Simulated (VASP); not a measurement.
# Si (Cmcm) in VASP: single point with r2SCAN

Aim: the single point of Si with r2SCAN.

All numbers are computed with VASP 6.6.1; they aren't measurements. Logs are shortened: lines on timing, memory, paths and dates and some standing lists are left out, and cuts for length are marked.

### 1 The cell of the first run

Symmetry: Cmcm, No. 63, orthorhombic system. Conventional cell: a = 3.831 Å, b = 6.885 Å, c = 6.333 Å, α = 90.00°, β = 90.00°, γ = 90.00°. Si (site symmetry m) has 4 Si at 2.37 to 2.43 Å within 3.1 Å.

### 2 Single point, r2SCAN (strain +0.0375 x Voigt [0, 1, 0, 0, 0, 0])

The input, POSCAR:

```
Si
1.0
    3.8313174605      0.0000000000      0.0000000000
   -1.9156587303      3.4424439352      0.0000000000
    0.0000000000      0.0000000000      6.3326220002
Si
4
Direct
    0.3333333333      0.6666666667      0.0630095000
    0.6666666667      0.3333333333      0.5630095000
    0.3333333333      0.6666666667      0.4369905000
    0.6666666667      0.3333333333      0.9369905000
```

The input, INCAR.step1:

```
  PREC = Accurate
  ENCUT = 520
  ISMEAR = 0
  SIGMA = 0.05
  LREAL = False
  LASPH = True
  NELM = 100
  NBANDS = 16
  GGA = PE
  ALGO = Normal
  EDIFF = 1E-4
  LWAVE = True
  LCHARG = False
```

The input, INCAR.step2:

```
  PREC = Accurate
  ENCUT = 520
  EDIFF = 1E-6
  ISMEAR = 0
  SIGMA = 0.05
  LREAL = False
  LASPH = True
  NELM = 100
  ALGO = Normal
  ISIF = 2
  LWAVE = False
  LCHARG = False
  METAGGA = R2SCAN
  LMIXTAU = True
  NBANDS = 16
  ISTART = 1
```

The input, KPOINTS:

```
Automatic mesh
0
Gamma
  12 12 6
```

Potentials or basis: VASP PAW PBE potentials, release 64 (Si).

Run with:

```bash
> cat potpaw_PBE.64/Si/POTCAR > POTCAR
> cp INCAR.step1 INCAR
> mpirun -np 1 vasp_std > vasp.out
> cp INCAR.step2 INCAR
> mpirun -np 1 vasp_std > vasp.out
```

OUTCAR:

```text
PREC = Accurate
   ENCUT = 520
   EDIFF = 1E-6
   ISMEAR = 0
   LREAL = False
   LASPH = True
   NELM = 100
   ISIF = 2
   METAGGA = R2SCAN
   ISTART = 1

 ion  position               nearest neighbor table
   1  0.333  0.667  0.063-   3 2.37   4 2.37   4 2.37   4 2.43
   2  0.667  0.333  0.563-   4 2.37   3 2.37   3 2.37   3 2.43
   3  0.333  0.667  0.437-   1 2.37   2 2.37   2 2.37   2 2.43
   4  0.667  0.333  0.937-   2 2.37   1 2.37   1 2.37   1 2.43

  LATTYP: Found a base centered orthorhombic cell.
 ALAT       =     3.8313174605
 B/A-ratio  =     1.7970027129
 C/A-ratio  =     1.6528575524

  Lattice vectors:

 A1 = (   1.9156587303,  -3.4424439352,   0.0000000000)
 A2 = (   1.9156587302,   3.4424439352,   0.0000000000)
 A3 = (   0.0000000000,   0.0000000000,   6.3326220002)

Analysis of symmetry for initial positions (statically):
=====================================================================
 Subroutine PRICEL returns:
 Original cell was already a primitive cell.

 Routine SETGRP: Setting up the symmetry group for a
 base centered orthorhombic supercell.

 Subroutine GETGRP returns: Found  8 space group operations
 (whereof  4 operations were pure point group operations)
 out of a pool of  8 trial point group operations.

The static configuration has the point symmetry C_2h.
 The point group associated with its full space group is D_2h.

Analysis of symmetry for dynamics (positions and initial velocities):
=====================================================================
 Subroutine PRICEL returns:
 Original cell was already a primitive cell.

 Routine SETGRP: Setting up the symmetry group for a
 base centered orthorhombic supercell.

 Subroutine GETGRP returns: Found  8 space group operations
 (whereof  4 operations were pure point group operations)
 out of a pool of  8 trial point group operations.

The dynamic configuration has the point symmetry C_2h.
 The point group associated with its full space group is D_2h.

 Subroutine INISYM returns: Found  8 space group operations
 (whereof  4 operations are pure point group operations),
 and found     1 'primitive' translations

----------------------------------------------------------------------------------------

                                     Primitive cell

  volume of cell :      83.5216

  direct lattice vectors                    reciprocal lattice vectors
     3.831317461  0.000000000  0.000000000     0.261006823  0.145245648  0.000000000
    -1.915658730  3.442443935  0.000000000     0.000000000  0.290491296  0.000000000
     0.000000000  0.000000000  6.332622000     0.000000000  0.000000000  0.157912473

  length of vectors
     3.831317461  3.939564521  6.332622000     0.298698611  0.290491296  0.157912473

  position of ions in fractional coordinates (direct lattice)
     0.333333333  0.666666667  0.063009500
     0.666666667  0.333333333  0.563009500
     0.333333333  0.666666667  0.436990500
     0.666666667  0.333333333  0.936990500

  ion indices of the primitive-cell ions
   primitive index   ion index
                 1           1
                 2           2
                 3           3
                 4           4

----------------------------------------------------------------------------------------

 KPOINTS: Automatic mesh

Automatic generation of k-mesh.
 Grid dimensions read from file:
 generate k-points for:   12   12    6

 Generating k-lattice:

  Cartesian coordinates                     Fractional coordinates (reciprocal lattice)
     0.021750569  0.012103804  0.000000000     0.083333333 -0.000000000  0.000000000
     0.000000000  0.024207608  0.000000000     0.000000000  0.083333333  0.000000000
     0.000000000  0.000000000  0.026318745     0.000000000  0.000000000  0.166666667

  Length of vectors
     0.024891551  0.024207608  0.026318745

  Shift w.r.t. Gamma in fractional coordinates (k-lattice)
     0.000000000  0.000000000  0.000000000

 Subroutine IBZKPT returns following result:
 ===========================================

 Found    172 irreducible k-points:

 Following reciprocal coordinates:
            Coordinates               Weight
  0.000000  0.000000  0.000000      1.000000
  0.083333  0.000000  0.000000      4.000000
  0.166667 -0.000000  0.000000      4.000000
  0.250000  0.000000  0.000000      4.000000
  0.333333  0.000000  0.000000      4.000000
  0.416667  0.000000  0.000000      4.000000
[... 16 lines left out ...]
  0.333333  0.166667  0.000000      4.000000
  0.416667  0.166667  0.000000      4.000000
 [... further k-points ...]
   k-points           NKPTS =    172   k-points in BZ     NKDIM =    172   number of bands    NBANDS=     16
   number of dos      NEDOS =    301   number of ions     NIONS =      4
   total plane-waves  NPLWV =  40320
   dimension x,y,z NGX =    28 NGY =   30 NGZ =   48
   dimension x,y,z NGXF=    56 NGYF=   60 NGZF=   96
   ions per type =               4
   NGX,Y,Z   is equivalent  to a cutoff of  12.15, 12.66, 12.60 a.u.
   NGXF,Y,Z  is equivalent  to a cutoff of  24.30, 25.32, 25.20 a.u.
 SYSTEM =  unknown system
   PREC   = accura    normal or accurate (medium, high low for compatibility)
   ISTART =      1    job   : 0-new  1-cont  2-samecut
   ICHARG =      0    charge: 1-file 2-atom 10-const
   ISPIN  =      1    spin polarized calculation?
   LNONCOLLINEAR =      F non collinear calculations
   LSORBIT =      F    spin-orbit coupling
   LASPH  =      T    aspherical Exc in radial PAW
   ENCUT  =  520.0 eV  38.22 Ry    6.18 a.u.   7.12  7.32 11.77*2*pi/ulx,y,z
   NELM   =    100;   NELMIN=  2; NELMDL=  0     # of ELM steps
   EDIFF  = 0.1E-05   stopping-criterion for ELM
   LREAL  =      F    real-space projection
   EDIFFG = 0.1E-04   stopping-criterion for IOM
   NSW    =      0    number of steps for IOM
   IBRION =     -1    ionic relax: 0-MD 1-quasi-New 2-CG
   NFREE  =      0    steps in history (QN), initial steepest desc. (CG)
   ISIF   =      2    stress and relaxation
   ISYM   =      2    0-nonsym 1-usesym 2-fastsym
   POTIM  = 0.5000    time-step for ionic-motion
   TEBEG  =    0.0;   TEEND  =   0.0 temperature during run
   PSTRESS=    0.0 pullay stress
   NELECT =      16.0000    total number of electrons
   NUPDOWN=      -1.0000    fix difference up-down
   EMIN   =  10.00;   EMAX   =-10.00  energy-range for DOS
   EFERMI =   0.00;   METHOD = LEGACY
   ISMEAR =     0;   SIGMA  =   0.05  broadening in eV -4-tet -1-fermi 0-gaus
   EFERMI_NEDOS =   21; number of points for ismear=-14 and -15
   IALGO  =     38    algorithm
   IMIX   =      4    mixing-type and parameters
     AMIX     =   0.40;   BMIX     =  1.00
     AMIX_MAG =   1.60;   BMIX_MAG =  1.00
  volume/ion in A,a.u.               =      20.88       140.91
  Fermi-wavevector in a.u.,A,eV,Ry     =   0.943732  1.783395 12.117755  0.890630
  Thomas-Fermi vector in A             =   2.071468
   LORBIT       =      0    0 simple, 1 ext, 2 COOP (PROOUT), +10 PAW based schemes
   METAGGA = R2SCAN    functional components
   LHFCALC =     F    Hartree Fock is set to
   AEXX    =    0.0000 exact exchange contribution
   IVDW    =     0    specifies the selected vdW correction
   LEPSILON=     F    determine dielectric tensor
   LRPA    =     F    only Hartree local field effects (RPA)
 non-spin polarized calculation
 Gauss-broadening in eV      SIGMA  =   0.05
  energy-cutoff  :      520.00
  volume of cell :       83.52
 maximum number of plane-waves:      2278
   NGX = 15   NGY = 15   NGZ = 23

 number of electron      16.0000000 magnetization

 Free energy of the ion-electron system (eV)
  ---------------------------------------------------
  ext. energy  EPLUGINS =         0.00000000
  ---------------------------------------------------
  free energy    TOTEN  =       -34.97216340 eV

  energy without entropy =      -34.97216340  energy(sigma->0) =      -34.97216340

 E-fermi :   5.8493     XC(G=0):  -9.6829

 val. band max:        5.6506215324   @ k =   0.0000   0.0000   0.0000
 cond. band min:       6.0563779229   @ k =   0.5000   0.0000   0.0000
 fundamental gap:      0.4057563905
 Fermi energy:         5.8492601645

 k-point     1 :       0.0000    0.0000    0.0000
  band No.  band energies     occupation
      1      -6.9307      2.00000
      2      -4.4919      2.00000
      3      -1.8020      2.00000
      4       3.8311      2.00000
      5       4.0113      2.00000
      6       5.2402      2.00000
[... 8 lines left out ...]
     15      10.2238      0.00000
     16      11.6143      0.00000

 k-point     2 :       0.0833    0.0000    0.0000
  band No.  band energies     occupation
      1      -6.8477      2.00000
      2      -4.4064      2.00000
      3      -1.7636      2.00000
      4       3.2942      2.00000
      5       3.7091      2.00000
      6       4.9858      2.00000
[... 8 lines left out ...]
     15      10.4316      0.00000
     16      11.3617      0.00000

 k-point     3 :       0.1667   -0.0000    0.0000
  band No.  band energies     occupation
      1      -6.6008      2.00000
      2      -4.1518      2.00000
      3      -1.6793      2.00000
      4       2.1398      2.00000
      5       3.3122      2.00000
      6       3.7493      2.00000
[... 8 lines left out ...]
     15      11.0063      0.00000
     16      11.4566      0.00000

 k-point     4 :       0.2500    0.0000    0.0000
  band No.  band energies     occupation
      1      -6.1979      2.00000
      2      -3.7339      2.00000
      3      -1.6813      2.00000
      4       1.1345      2.00000
      5       2.4126      2.00000
      6       2.9015      2.00000
[... 8 lines left out ...]
     15      11.9077      0.00000
     16      12.1778      0.00000
[... 324 lines left out ...]
 k-point    22 :       0.2500    0.1667    0.0000
  band No.  band energies     occupation
      1      -5.4819      2.00000
      2      -2.9846      2.00000
      3      -2.1575      2.00000
      4       0.8689      2.00000
      5       1.0088      2.00000
      6       1.5359      2.00000
[... 8 lines left out ...]
     15      12.4183      0.00000
     16      12.6363      0.00000

 k-point    23 :       0.3333    0.1667    0.0000
  band No.  band energies     occupation
      1      -4.8719      2.00000
      2      -2.7794      2.00000
      3      -2.3309      2.00000
      4       0.0413      2.00000
      5       0.8201      2.00000
      6       1.4443      2.00000
[... 8 lines left out ...]
     15      12.5353      0.00000
     16      12.6016      0.00000

 k-point    24 :       0.4167    0.1667    0.0000
  band No.  band energies     occupation
      1      -4.4372      2.00000
      2      -3.2420      2.00000
      3      -1.8423      2.00000
      4      -0.5718      2.00000
      5       0.7898      2.00000
      6       1.6051      2.00000
[... 8 lines left out ...]
     15      12.3742      0.00000
     16      13.1946      0.00000

 [... further k-points ...]

------------------------ aborting loop because EDIFF is reached ----------------------------------------

  FORCE on cell =-STRESS in cart. coord.  units (eV):
  Direction    XX          YY          ZZ          XY          YZ          ZX
  --------------------------------------------------------------------------------------
  -------------------------------------------------------------------------------------
  Total       -0.7975808     -3.9888185     -0.2559229      0.0000000      0.0000000      0.0000000
  in kB      -15.2998331    -76.5167076     -4.9093178      0.0000000      0.0000000      0.0000000
  external PRESSURE =     -32.2419529 kB  Pullay stress =       0.0000000 kB

 VOLUME and BASIS-vectors are now :
 -----------------------------------------------------------------------------
  energy-cutoff  :      520.00
  volume of cell :       83.52
      direct lattice vectors                 reciprocal lattice vectors
     3.831317461  0.000000000  0.000000000     0.261006823  0.145245648  0.000000000
    -1.915658730  3.442443935  0.000000000     0.000000000  0.290491296  0.000000000
     0.000000000  0.000000000  6.332622000     0.000000000  0.000000000  0.157912473

 POSITION                                       TOTAL-FORCE (eV/Angst)
 -----------------------------------------------------------------------------------
     -0.00000      2.29496      0.39902        -0.000000      0.212692     -0.179823
      1.91566      1.14748      3.56533         0.000000     -0.212692     -0.179823
     -0.00000      2.29496      2.76730        -0.000000      0.212692      0.179823
      1.91566      1.14748      5.93361         0.000000     -0.212692      0.179823
 -----------------------------------------------------------------------------------
    total drift:                               -0.000000      0.000000     -0.000000

  FREE ENERGIE OF THE ION-ELECTRON SYSTEM (eV)
  ---------------------------------------------------
  free  energy   TOTEN  =       -34.9721633993 eV

  energy  without entropy=      -34.9721633993  energy(sigma->0) =      -34.97216340
```

Wall time 8 min (1 thread of Intel Xeon Platinum 8259CL at 2.50GHz (Skylake/Cascade Lake), shared host); peak memory 0.31 GiB.

What came out:

```yaml
Free_energy: -34.9722 eV
Pressure: -3.2 GPa
Largest_force: 0.279 eV/Å
Band_gap_on_the_k_mesh: 0.41 eV (least direct gap 0.88 eV)
```

Forces in eV/Å, atoms in the order of the input:
```
Si   0.000  0.213 -0.180
Si   0.000 -0.213 -0.180
Si   0.000  0.213  0.180
Si   0.000 -0.213  0.180
```

Stress tensor (GPa, compression positive):
```
-1.53  0.00  0.00
 0.00 -7.65  0.00
 0.00  0.00 -0.49
```

Caveat: the cell differs from its parent crystal (strain +0.0375 x Voigt [0, 1, 0, 0, 0, 0]); the stress differs along the axes, from -8 to -0 GPa; semilocal functionals underestimate gaps, and a narrow one can read as zero; the PAW data sets were made with another functional, which shifts forces and pressure a little. A k mesh can miss the band edges.
